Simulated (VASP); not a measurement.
# Ti (Fd-3m) in VASP: further runs

Runs on Ti. Level: PBE. Tasks: single point, relaxation of cell and atoms.

Everything below comes from runs of VASP 6.6.1. Logs are shortened: lines on timing, memory, paths and dates and some standing lists are left out, and cuts for length are marked.

## 1. The cell of the first run

It takes space group Fd-3m (No. 227, cubic). The conventional cell has a = 5.688 Å, b = 5.688 Å, c = 5.688 Å, α = 90.00°, β = 90.00°, γ = 90.00°. Within 3.3 Å of Ti (site symmetry -43m) lie 4 Ti at 2.46 Å.

This isn't the form of Ti at room conditions, which is hcp.

## 2. Single point, PBE

INCAR reads:

```
SYSTEM = Ti
PREC = Accurate
ENCUT = 520
EDIFF = 1E-6
ISMEAR = -1
SIGMA = 0.08
LREAL = .False.
LASPH = .True.
NELM = 60
ALGO = Normal
ISIF = 2
LWAVE = .False.
LCHARG = .False.
GGA = PE
NBANDS = 19
```

KPOINTS reads:

```
regular mesh
0
Gamma
  12 12 12
  0 0 0
```

POSCAR reads:

```
Ti
1.0
    0.0000000000      2.8441844434      2.8441844434
    2.8441844434      0.0000000000      2.8441844434
    2.8441844434      2.8441844434      0.0000000000
Ti
2
Direct
   -0.1250000000     -0.1250000000     -0.1250000000
    0.1250000000      0.1250000000      0.1250000000
```

Potentials or basis: VASP PAW PBE potentials, release 64 (Ti_sv).

Run with:

```sh
> cat potpaw_PBE.64/Ti_sv/POTCAR > POTCAR
> mpirun -np 1 vasp_std > vasp.out
```

OUTCAR:

```text
SYSTEM = Ti
   PREC = Accurate
   ENCUT = 520
   EDIFF = 1E-6
   ISMEAR = -1
   LREAL = .False.
   LASPH = .True.
   NELM = 60
   ISIF = 2
   GGA = PE

 ion  position               nearest neighbor table
   1  0.875  0.875  0.875-   2 2.46   2 2.46   2 2.46   2 2.46
   2  0.125  0.125  0.125-   1 2.46   1 2.46   1 2.46   1 2.46

  LATTYP: Found a face centered cubic cell.
 ALAT       =     5.6883688868

  Lattice vectors:

 A1 = (   0.0000000000,   2.8441844434,   2.8441844434)
 A2 = (   2.8441844434,   0.0000000000,   2.8441844434)
 A3 = (   2.8441844434,   2.8441844434,   0.0000000000)

Analysis of symmetry for initial positions (statically):
=====================================================================
 Subroutine PRICEL returns:
 Original cell was already a primitive cell.

 Routine SETGRP: Setting up the symmetry group for a
 face centered cubic supercell.

 Subroutine GETGRP returns: Found 48 space group operations
 (whereof 12 operations were pure point group operations)
 out of a pool of 48 trial point group operations.

The static configuration has the point symmetry D_3d.
 The point group associated with its full space group is O_h .

Analysis of symmetry for dynamics (positions and initial velocities):
=====================================================================
 Subroutine PRICEL returns:
 Original cell was already a primitive cell.

 Routine SETGRP: Setting up the symmetry group for a
 face centered cubic supercell.

 Subroutine GETGRP returns: Found 48 space group operations
 (whereof 12 operations were pure point group operations)
 out of a pool of 48 trial point group operations.

The dynamic configuration has the point symmetry D_3d.
 The point group associated with its full space group is O_h .

 Subroutine INISYM returns: Found 48 space group operations
 (whereof 12 operations are pure point group operations),
 and found     1 'primitive' translations

----------------------------------------------------------------------------------------

                                     Primitive cell

  volume of cell :      46.0154

  direct lattice vectors                    reciprocal lattice vectors
     0.000000000  2.844184443  2.844184443    -0.175797319  0.175797319  0.175797319
     2.844184443  0.000000000  2.844184443     0.175797319 -0.175797319  0.175797319
     2.844184443  2.844184443  0.000000000     0.175797319  0.175797319 -0.175797319

  length of vectors
     4.022284214  4.022284214  4.022284214     0.304489888  0.304489888  0.304489888

  position of ions in fractional coordinates (direct lattice)
     0.875000000  0.875000000  0.875000000
     0.125000000  0.125000000  0.125000000

  ion indices of the primitive-cell ions
   primitive index   ion index
                 1           1
                 2           2

----------------------------------------------------------------------------------------

 KPOINTS: regular mesh

Automatic generation of k-mesh.
 Grid dimensions read from file:
 generate k-points for:   12   12   12

 Generating k-lattice:

  Cartesian coordinates                     Fractional coordinates (reciprocal lattice)
    -0.014649777  0.014649777  0.014649777     0.083333333  0.000000000  0.000000000
     0.014649777 -0.014649777  0.014649777     0.000000000  0.083333333  0.000000000
     0.014649777  0.014649777 -0.014649777     0.000000000  0.000000000  0.083333333

  Length of vectors
     0.025374157  0.025374157  0.025374157

  Shift w.r.t. Gamma in fractional coordinates (k-lattice)
     0.000000000  0.000000000  0.000000000

 Subroutine IBZKPT returns following result:
 ===========================================

 Found     72 irreducible k-points:

 Following reciprocal coordinates:
            Coordinates               Weight
  0.000000  0.000000  0.000000      1.000000
  0.083333  0.000000  0.000000      8.000000
  0.166667  0.000000  0.000000      8.000000
  0.250000  0.000000  0.000000      8.000000
  0.333333  0.000000  0.000000      8.000000
  0.416667  0.000000  0.000000      8.000000
[... 16 lines left out ...]
  0.500000  0.166667  0.000000     24.000000
 -0.416667  0.166667  0.000000     24.000000
 [... further k-points ...]
   k-points           NKPTS =     72   k-points in BZ     NKDIM =     72   number of bands    NBANDS=     19
   number of dos      NEDOS =    301   number of ions     NIONS =      2
   total plane-waves  NPLWV =  27000
   dimension x,y,z NGX =    30 NGY =   30 NGZ =   30
   dimension x,y,z NGXF=    60 NGYF=   60 NGZF=   60
   ions per type =               2
   NGX,Y,Z   is equivalent  to a cutoff of  12.40, 12.40, 12.40 a.u.
   NGXF,Y,Z  is equivalent  to a cutoff of  24.80, 24.80, 24.80 a.u.
 SYSTEM =  Ti
   PREC   = accura    normal or accurate (medium, high low for compatibility)
   ISTART =      0    job   : 0-new  1-cont  2-samecut
   ICHARG =      2    charge: 1-file 2-atom 10-const
   ISPIN  =      1    spin polarized calculation?
   LNONCOLLINEAR =      F non collinear calculations
   LSORBIT =      F    spin-orbit coupling
   LASPH  =      T    aspherical Exc in radial PAW
   ENCUT  =  520.0 eV  38.22 Ry    6.18 a.u.   7.48  7.48  7.48*2*pi/ulx,y,z
   NELM   =     60;   NELMIN=  2; NELMDL= -5     # of ELM steps
   EDIFF  = 0.1E-05   stopping-criterion for ELM
   LREAL  =      F    real-space projection
   EDIFFG = 0.1E-04   stopping-criterion for IOM
   NSW    =      0    number of steps for IOM
   IBRION =     -1    ionic relax: 0-MD 1-quasi-New 2-CG
   NFREE  =      0    steps in history (QN), initial steepest desc. (CG)
   ISIF   =      2    stress and relaxation
   ISYM   =      2    0-nonsym 1-usesym 2-fastsym
   POTIM  = 0.5000    time-step for ionic-motion
   TEBEG  =    0.0;   TEEND  =   0.0 temperature during run
   PSTRESS=    0.0 pullay stress
   NELECT =      24.0000    total number of electrons
   NUPDOWN=      -1.0000    fix difference up-down
   EMIN   =  10.00;   EMAX   =-10.00  energy-range for DOS
   EFERMI =   0.00;   METHOD = LEGACY
   ISMEAR =    -1;   SIGMA  =   0.08  broadening in eV -4-tet -1-fermi 0-gaus
   EFERMI_NEDOS =   21; number of points for ismear=-14 and -15
   IALGO  =     38    algorithm
   IMIX   =      4    mixing-type and parameters
     AMIX     =   0.40;   BMIX     =  1.00
     AMIX_MAG =   1.60;   BMIX_MAG =  1.00
  volume/ion in A,a.u.               =      23.01       155.26
  Fermi-wavevector in a.u.,A,eV,Ry     =   1.317784  2.490250 23.627253  1.736554
  Thomas-Fermi vector in A             =   2.447800
   LORBIT       =      0    0 simple, 1 ext, 2 COOP (PROOUT), +10 PAW based schemes
   GGA     = PE    functional components
[... 5 lines left out ...]
 non-spin polarized calculation
  energy-cutoff  :      520.00
  volume of cell :       46.02
 maximum number of plane-waves:      1258
 NGX is ok and might be reduce to    30
   NGX = 15   NGY = 15   NGZ = 15

 number of electron      23.9999999 magnetization

 Free energy of the ion-electron system (eV)
  ---------------------------------------------------
  ext. energy  EPLUGINS =         0.00000000
  ---------------------------------------------------
  free energy    TOTEN  =       -11.04164714 eV

  energy without entropy =      -10.90008868  energy(sigma->0) =      -10.97086791

 E-fermi :   5.3107     XC(G=0):  -9.9290

 val. band max:        5.3066819192   @ k =  -0.3333   0.5000   0.1667
 cond. band min:       5.3110951141   @ k =   0.5000   0.5000   0.0000
 fundamental gap:      0.0044131948
 Fermi energy:         5.3107024614

 k-point     1 :       0.0000    0.0000    0.0000
  band No.  band energies     occupation
      1     -51.4113      2.00000
      2     -50.9224      2.00000
      3     -27.8588      2.00000
      4     -27.8588      2.00000
      5     -27.8588      2.00000
      6     -27.1408      2.00000
[... 11 lines left out ...]
     18       9.1669      0.00000
     19       9.1669      0.00000

 k-point     2 :       0.0833    0.0000    0.0000
  band No.  band energies     occupation
      1     -51.4052      2.00000
      2     -50.9287      2.00000
      3     -27.8654      2.00000
      4     -27.8654      2.00000
      5     -27.8591      2.00000
      6     -27.1416      2.00000
[... 11 lines left out ...]
     18       9.1603      0.00000
     19       9.1603      0.00000

 k-point     3 :       0.1667    0.0000    0.0000
  band No.  band energies     occupation
      1     -51.3876      2.00000
      2     -50.9470      2.00000
      3     -27.8827      2.00000
      4     -27.8827      2.00000
      5     -27.8601      2.00000
      6     -27.1436      2.00000
[... 11 lines left out ...]
     18       9.1347      0.00000
     19       9.1347      0.00000

 k-point     4 :       0.2500    0.0000    0.0000
  band No.  band energies     occupation
      1     -51.3609      2.00000
      2     -50.9746      2.00000
      3     -27.9052      2.00000
      4     -27.9052      2.00000
      5     -27.8620      2.00000
      6     -27.1455      2.00000
[... 11 lines left out ...]
     18       9.0758      0.00000
     19       9.0758      0.00000

 k-point     5 :       0.3333    0.0000    0.0000
  band No.  band energies     occupation
      1     -51.3298      2.00000
      2     -51.0066      2.00000
      3     -27.9264      2.00000
      4     -27.9264      2.00000
      5     -27.8646      2.00000
      6     -27.1467      2.00000
[... 11 lines left out ...]
     18       8.9691      0.00000
     19       8.9691      0.00000

 k-point     6 :       0.4167    0.0000    0.0000
  band No.  band energies     occupation
      1     -51.3024      2.00000
      2     -51.0347      2.00000
      3     -27.9413      2.00000
      4     -27.9413      2.00000
      5     -27.8669      2.00000
      6     -27.1470      2.00000
[... 11 lines left out ...]
     18       8.8251      0.00000
     19       8.8251      0.00000

 k-point     7 :       0.5000    0.0000    0.0000
  band No.  band energies     occupation
      1     -51.2907      2.00000
      2     -51.0466      2.00000
      3     -27.9466      2.00000
      4     -27.9466      2.00000
      5     -27.8678      2.00000
      6     -27.1471      2.00000
[... 11 lines left out ...]
     18       8.7399      0.00000
     19       8.7399      0.00000

 k-point     8 :       0.0833    0.0833    0.0000
  band No.  band energies     occupation
      1     -51.4031      2.00000
      2     -50.9309      2.00000
      3     -27.8733      2.00000
      4     -27.8733      2.00000
      5     -27.8470      2.00000
      6     -27.1541      2.00000
[... 256 lines left out ...]
 k-point    20 :       0.2500    0.1667    0.0000
  band No.  band energies     occupation
      1     -51.3584      2.00000
      2     -50.9772      2.00000
      3     -27.9348      2.00000
      4     -27.9332      2.00000
      5     -27.7918      2.00000
      6     -27.2154      2.00000
[... 11 lines left out ...]
     18       8.6903      0.00000
     19       9.3102      0.00000

 k-point    21 :       0.3333    0.1667    0.0000
  band No.  band energies     occupation
      1     -51.3298      2.00000
      2     -51.0066      2.00000
      3     -27.9629      2.00000
      4     -27.9538      2.00000
      5     -27.7747      2.00000
      6     -27.2336      2.00000
[... 11 lines left out ...]
     18       8.5419      0.00000
     19       9.2750      0.00000

 k-point    22 :       0.4167    0.1667    0.0000
  band No.  band energies     occupation
      1     -51.2987      2.00000
      2     -51.0385      2.00000
      3     -27.9898      2.00000
      4     -27.9672      2.00000
      5     -27.7618      2.00000
      6     -27.2465      2.00000
[... 11 lines left out ...]
     18       8.4934      0.00000
     19       9.1617      0.00000

 k-point    23 :       0.5000    0.1667    0.0000
  band No.  band energies     occupation
      1     -51.2746      2.00000
      2     -51.0631      2.00000
      3     -28.0094      2.00000
      4     -27.9706      2.00000
      5     -27.7562      2.00000
      6     -27.2516      2.00000
[... 11 lines left out ...]
     18       8.7069      0.00000
     19       8.9324      0.00000

 k-point    24 :      -0.4167    0.1667    0.0000
  band No.  band energies     occupation
      1     -51.2711      2.00000
      2     -51.0666      2.00000
      3     -28.0167      2.00000
      4     -27.9633      2.00000
      5     -27.7605      2.00000
      6     -27.2467      2.00000
[... 11 lines left out ...]
     18       8.6009      0.00000
     19       8.9957      0.00000

 [... further k-points ...]

------------------------ aborting loop because EDIFF is reached ----------------------------------------

  FORCE on cell =-STRESS in cart. coord.  units (eV):
  Direction    XX          YY          ZZ          XY          YZ          ZX
  --------------------------------------------------------------------------------------
  -------------------------------------------------------------------------------------
  Total        0.0205875      0.0205875      0.0205875     -0.0000000     -0.0000000      0.0000000
  in kB        0.7168207      0.7168207      0.7168207     -0.0000000     -0.0000000      0.0000000
  external PRESSURE =       0.7168207 kB  Pullay stress =       0.0000000 kB

 VOLUME and BASIS-vectors are now :
 -----------------------------------------------------------------------------
  energy-cutoff  :      520.00
  volume of cell :       46.02
      direct lattice vectors                 reciprocal lattice vectors
     0.000000000  2.844184443  2.844184443    -0.175797319  0.175797319  0.175797319
     2.844184443  0.000000000  2.844184443     0.175797319 -0.175797319  0.175797319
     2.844184443  2.844184443  0.000000000     0.175797319  0.175797319 -0.175797319

 POSITION                                       TOTAL-FORCE (eV/Angst)
 -----------------------------------------------------------------------------------
      4.97732      4.97732      4.97732        -0.000000      0.000000     -0.000000
      0.71105      0.71105      0.71105         0.000000     -0.000000      0.000000
 -----------------------------------------------------------------------------------
    total drift:                               -0.000000      0.000000      0.000000

  FREE ENERGIE OF THE ION-ELECTRON SYSTEM (eV)
  ---------------------------------------------------
  free  energy   TOTEN  =       -11.0416471428 eV

  energy  without entropy=      -10.9000886794  energy(sigma->0) =      -10.97086791
```

Run time: 27 s. Hardware: 1 thread of Intel Xeon 6975P-C (Granite Rapids), shared host; peak memory 0.19 GiB.

What came out:

| Item | Value |
| --- | --- |
| Free energy | -11.0416 eV |
| Pressure | 0.1 GPa |
| Band gap on the k mesh | zero (bands 12 and 13 overlap by 0.19 eV) |

## 3. Relaxation of cell and atoms, PBE

This run uses another cell than the first one, of 21.75 Å³/atom.

INCAR reads:

```
SYSTEM = Ti
  ALGO = Normal
  EDIFF = 1E-7
  EDIFFG = -0.005
  ENCUT = 600
  GGA = PE
  IBRION = 2
  ISIF = 3
  ISMEAR = -1
  LASPH = .TRUE.
  LCHARG = .FALSE.
  LREAL = .FALSE.
  LWAVE = .FALSE.
  NELM = 100
  NSW = 60
  PREC = Accurate
  SIGMA = 0.08
```

KPOINTS reads:

```
k-points
0
G
  12 12 12
  0 0 0
```

POSCAR reads:

```
Ti
1.0
    0.0000000000      2.7912246522      2.7912246522
    2.7912246522      0.0000000000      2.7912246522
    2.7912246522      2.7912246522      0.0000000000
Ti
2
Direct
   -0.1250000000     -0.1250000000     -0.1250000000
    0.1250000000      0.1250000000      0.1250000000
```

Potentials or basis: VASP PAW PBE potentials, release 64 (Ti_sv).

Run with:

```sh
> cat potpaw_PBE.64/Ti_sv/POTCAR > POTCAR
> mpirun -np 1 vasp_std > vasp.out
```

OUTCAR:

```text
SYSTEM = Ti
   EDIFF = 1E-7
   EDIFFG = -0.005
   ENCUT = 600
   GGA = PE
   IBRION = 2
   ISIF = 3
   ISMEAR = -1
   LASPH = .TRUE.
   LREAL = .FALSE.
   NELM = 100
   NSW = 60
   PREC = Accurate

 ion  position               nearest neighbor table
   1  0.875  0.875  0.875-   2 2.42   2 2.42   2 2.42   2 2.42
   2  0.125  0.125  0.125-   1 2.42   1 2.42   1 2.42   1 2.42

  LATTYP: Found a face centered cubic cell.
 ALAT       =     5.5824493044

  Lattice vectors:

 A1 = (   0.0000000000,   2.7912246522,   2.7912246522)
 A2 = (   2.7912246522,   0.0000000000,   2.7912246522)
 A3 = (   2.7912246522,   2.7912246522,   0.0000000000)

Analysis of symmetry for initial positions (statically):
=====================================================================
 Subroutine PRICEL returns:
 Original cell was already a primitive cell.

 Routine SETGRP: Setting up the symmetry group for a
[... 176 lines left out ...]
 fundamental gap:      0.0021758522
 Fermi energy:         5.7921409212

 k-point     1 :       0.0000    0.0000    0.0000
  band No.  band energies     occupation
      1     -50.9152      2.00000
      2     -50.3261      2.00000
      3     -27.3805      2.00000
      4     -27.3805      2.00000
      5     -27.3805      2.00000
      6     -26.5552      2.00000
[... 518 lines left out ...]
--------------------------------------- Ionic step        3  -------------------------------------------

 number of electron      24.0000009 magnetization

 Free energy of the ion-electron system (eV)
  ---------------------------------------------------
  ext. energy  EPLUGINS =         0.00000000
  ---------------------------------------------------
  free energy    TOTEN  =       -11.04035829 eV

  energy without entropy =      -10.89820667  energy(sigma->0) =      -10.96928248

 E-fermi :   5.2890     XC(G=0):  -9.9179

 val. band max:        5.2814976741   @ k =  -0.3333   0.5000   0.1667
 cond. band min:       5.2903193985   @ k =   0.5000   0.5000   0.0000
 fundamental gap:      0.0088217245
 Fermi energy:         5.2889921987

 k-point     1 :       0.0000    0.0000    0.0000
  band No.  band energies     occupation
      1     -51.4338      2.00000
      2     -50.9492      2.00000
      3     -27.8808      2.00000
      4     -27.8808      2.00000
      5     -27.8808      2.00000
      6     -27.1675      2.00000
[... 476 lines left out ...]
  FREE ENERGIE OF THE ION-ELECTRON SYSTEM (eV)
  ---------------------------------------------------
  free  energy   TOTEN  =       -11.0403582912 eV

  energy  without entropy=      -10.8982066702  energy(sigma->0) =      -10.96928248

 reached required accuracy - stopping structural energy minimisation
```

Run time: 54 s. Hardware: 1 thread of Intel Xeon 6975P-C (Granite Rapids), shared host; peak memory 0.21 GiB.

What came out:

```
Free energy                           : -11.0404 eV
Relaxed volume                        : 23.07 Å³/atom
Relaxed cell                          : a = 4.026 Å, b = 4.026 Å, c = 4.026 Å, α = 60.00°, β = 60.00°, γ = 60.00°
Space group after relaxing (to 0.1 Å) : Fd-3m (No. 227)
Energy gained by relaxing             : 8.6 meV/atom
Ionic steps                           : 3
Pressure after relaxing               : 0.0 GPa
Band gap on the k mesh                : zero (bands 12 and 13 overlap by 0.19 eV)
```

The path:
```tsv
step	energy change (eV)	largest force (eV/Å)	pressure (GPa)	volume (Å³)
1	0.0000	0.0000	2.18	43.49
2	-0.0160	0.0000	0.57	45.38
3	-0.0173	0.0000	-0.02	46.14
```

Final structure:
```xyz
2
Lattice="0.0000 2.8467 2.8467 2.8467 0.0000 2.8467 2.8467 2.8467 0.0000" Properties=species:S:1:pos:R:3 pbc="T T T"
Ti    4.9817    4.9817    4.9817
Ti    0.7117    0.7117    0.7117
```
